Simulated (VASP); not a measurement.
Write the native input for VASP 6.6.1 that does the following.

```
Task                   : electric field gradients
Functional             : LDA
Potentials or basis    : VASP PAW LDA potentials, release 64 (Al, N)
Cutoff                 : 520 eV
k mesh                 : 12 × 12 × 12
Occupations            : fermi-dirac, width 0.01 eV
Spin                   : no spin polarisation
Dipole correction      : no
Further INCAR settings : ALGO = Normal; EDIFF = 1e-08; NBANDS = 11
```

The structure of AlN lies in POSCAR:

```
AlN
1.0
    0.0000000000      1.9845714768      1.9845714768
    1.9845714768      0.0000000000      1.9845714768
    1.9845714768      1.9845714768      0.0000000000
Al N
1 1
Direct
    0.0000000000      0.0000000000      0.0000000000
    0.5000000000      0.5000000000      0.5000000000
```

This cell differs from its parent crystal: volume scaled by 1.01.

These files were run (other wordings do the same):

INCAR

```
SYSTEM = AlN
PREC = Accurate ; ENCUT = 520
EDIFF = 1E-8 ; ISMEAR = -1
SIGMA = 0.01 ; LREAL = .False.
LASPH = .True. ; NELM = 100
ALGO = Normal ; ISIF = 2
LWAVE = .False. ; LCHARG = .False.
GGA = CA ; LEFG = .True.
NBANDS = 11
```

KPOINTS

```
regular mesh
0
Gamma
  12 12 12
  0 0 0
```

Potentials or basis: VASP PAW LDA potentials, release 64 (Al, N).

The run is started by

```sh
$ cat potpaw_LDA.64/Al/POTCAR potpaw_LDA.64/N/POTCAR > POTCAR
$ mpirun -np 1 vasp_std > vasp.out
```

Results of the run:

The pressure is 10.0 GPa and the band gap on the k mesh is 5.01 eV, indirect (least direct gap 6.60 eV).

Caveat: without QUAD_EFG the Cq values of the log hold for a quadrupole moment of 1 mb, not for the nuclei.

It took 5.9 s on 1 thread of Intel(R) Xeon(R) Platinum 8488C (Sapphire Rapids), on a shared host, peak memory 0.13 GiB.
